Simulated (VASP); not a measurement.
The system is Rb.

```
CELL_PARAMETERS angstrom
-2.86772 2.86772 2.86772
2.86772 -2.86772 2.86772
2.86772 2.86772 -2.86772
ATOMIC_POSITIONS crystal
Rb 0.00000 0.00000 0.00000
```

Base run:

* Program: VASP 6.6.1
* Functional: r2SCAN
* Potentials or basis: VASP PAW PBE potentials, release 64 (Rb_sv)
* Cutoff: 520 eV
* k mesh: 8 × 8 × 8
* Occupations: gaussian, width 0.6 eV
* Spin: no spin polarisation

Its results: band gap on the k mesh zero (an odd number of electrons rules out a gap without spin polarisation); pressure 0.1 GPa.

Problem. The run is repeated on the same cell with these changes: occupations from gaussian, width 0.6 eV to fermi-dirac, width 1 eV. What comes out?

Solution. Band gap on the k mesh zero (an odd number of electrons rules out a gap without spin polarisation); pressure 0.5 GPa.

Caveats: so wide a smearing shifts energies and pressures; the PAW data sets were made with another functional, which shifts forces and pressure a little.
